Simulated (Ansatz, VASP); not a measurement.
**ZnAu: VASP beside Ansatz**

```
Zn Au
1.0
     3.12055    0.00000    0.00000
     0.00000    3.12055    0.00000
     0.00000    0.00000    3.12055
Zn Au
1 1
Cartesian
  1.5603 1.5603 1.5603
  0.0000 0.0000 0.0000
```

Change from the starting cell: volume scaled by 0.975, PAW files.

Alike in both runs: task electric field gradients; functional PBE; k mesh 12 × 12 × 12; occupations fermi-dirac, width 0.05 eV; no spin polarisation.

|  | VASP | Ansatz |
| --- | --- | --- |
| version | VASP 6.6.1 | Ansatz 0.2.0 |
| potentials or method | VASP PAW PBE potentials, release 64 (Zn, Au) | PAW with Ansatz's default frozen-core files, scalar-relativistic |
| plane-wave cutoff (eV) | 520 | 420 |
| valence electrons in the cell | 23 | 31 |

|  | VASP | Ansatz | Ansatz less VASP |
| --- | --- | --- | --- |
| pressure (GPa) | 8.9 | 8.7 | -0.15 |

The functional is the same, so the differences come from potentials, cutoffs and numerics. VASP's potentials hold 23 valence electrons a cell and Ansatz's 31, so a difference there can come from the potentials and not from the codes.

Neither program's run includes spin-orbit coupling.
